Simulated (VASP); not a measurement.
## C: single point with r2SCAN

Crystal: C.

```xyz
2
Lattice="0.0000 2.4461 3.3480 1.4122 0.0000 3.3480 1.4122 2.4461 0.0000" Properties=species:S:1:pos:R:3 pbc="T T T"
C     1.4122    0.8154    3.3480
C     1.4122    4.0767    3.3480
```

This cell differs from its parent crystal: strain +0.1500 x Voigt [1, 1, 0, 0, 0, 0].

```
Program                : VASP 6.6.1
Task                   : single point
Functional             : r2SCAN
Potentials or basis    : VASP PAW PBE potentials, release 64 (C)
Cutoff                 : 520 eV
k mesh                 : 14 × 14 × 14
Occupations            : gaussian, width 0.05 eV
Spin                   : no spin polarisation
Dipole correction      : no
Further INCAR settings : ALGO = Normal; EDIFF = 1e-07; NBANDS = 11
```

The pressure is -62.5 GPa and the largest force is 0.003 eV/Å. The band gap on the k mesh is zero (filled and empty bands touch).

Forces on the atoms (eV/Å):
```
C    0.000  0.003  0.000
C    0.000 -0.003  0.000
```

Stress tensor (GPa, compression positive):
```
-94.55   0.00   0.00
  0.00 -95.18   0.00
  0.00   0.00   2.30
```

Levels at points of the mesh, in eV from the Fermi level:
```csv
k point,band 2,band 3,band 4,band 5,band 6,band 7
"(0.00, 0.00, 0.00)",-4.60,-3.42,-3.37,4.52,5.73,6.03
"(0.50, 0.00, 0.00)",-11.95,-5.84,-2.08,1.19,3.71,11.36
"(0.50, 0.50, 0.00)",-6.89,-3.45,-3.39,4.40,5.97,6.09
"(0.50, 0.00, 0.50)",-12.07,-5.78,-1.11,1.88,3.92,10.75
"(0.00, 0.50, 0.50)",-11.83,-5.89,-2.89,0.54,3.52,12.28
```

Run time: 2.2 min on 1 thread of Intel(R) Xeon(R) 6975P-C (Granite Rapids) (shared host), peak memory 0.21 GiB.

Caveat: the cell differs from its parent crystal (strain +0.1500 x Voigt [1, 1, 0, 0, 0, 0]); the PAW data sets were made with another functional, which shifts forces and pressure a little.
